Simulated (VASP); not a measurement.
Al:

```xyz
1
Lattice="-1.5912 1.5912 1.5912 1.5912 -1.5912 1.5912 1.5912 1.5912 -1.5912" Properties=species:S:1:pos:R:3 pbc="T T T"
Al    0.0000    0.0000    0.0000
```

| Property | Result |
| --- | --- |
| Program | VASP 6.6.1 |
| Task | relaxation of cell and atoms |
| Functional | HF |
| Potentials or basis | VASP PAW PBE potentials, release 64 (Al) |
| Cutoff | 600 eV |
| k mesh | 6 × 6 × 6 |
| Occupations | fermi-dirac, width 0.05 eV |
| Spin | no spin polarisation |

At the start: pressure 18.1 GPa; volume 16.12 Å³/atom.

**Question.** Where does the relaxation end?

**Answer.** Over 19 steps the energy falls by 255.6 meV/atom and the volume is 22.23 Å³/atom (+38.0 %); space group Im-3m (No. 229, to 0.05 Å).

Step by step:
```
step  energy change (eV)  largest force (eV/Å)  pressure (GPa)  volume (Å³)
   1              0.0000                0.0000           18.10        16.12
   2             -0.2458                0.0000            2.18        20.75
   3             -0.2542                0.0000            0.77        21.68
   4             -0.2499                0.0000           -1.29        23.64
   5             -0.2556                0.0000           -0.09        22.36
   6             -0.2556                0.0000            0.08        22.22
   7             -0.2556                0.0000            0.09        22.22
   8             -0.2556                0.0000            0.08        22.22
   9             -0.2556                0.0000            0.08        22.22
  10             -0.2556                0.0000            0.08        22.22
  11             -0.2556                0.0000            0.08        22.22
  12             -0.2556                0.0000            0.08        22.22
  13             -0.2556                0.0000            0.08        22.22
  14             -0.2556                0.0000            0.08        22.22
  15             -0.2556                0.0000            0.08        22.22
  16             -0.2556                0.0000            0.08        22.22
  17             -0.2556                0.0000            0.08        22.23
  18             -0.2556                0.0000            0.08        22.23
  19             -0.2556                0.0000            0.07        22.23
```

Final structure:
```cif
data_structure
_symmetry_space_group_name_H-M 'P 1'
_symmetry_Int_Tables_number 1
_cell_length_a 3.0681
_cell_length_b 3.0681
_cell_length_c 3.0681
_cell_angle_alpha 109.471
_cell_angle_beta 109.471
_cell_angle_gamma 109.471
_cell_volume 22.23
loop_
_atom_site_label
_atom_site_type_symbol
_atom_site_fract_x
_atom_site_fract_y
_atom_site_fract_z
_atom_site_occupancy
Al1 Al 0.00000 0.00000 0.00000 1
```

Caveat: the k points lie up to 0.42 Å⁻¹ apart in the final cell; the volume moved by over 15 % at a fixed basis, so the end points are rough; the PAW data sets were made with another functional, which shifts forces and pressure a little.
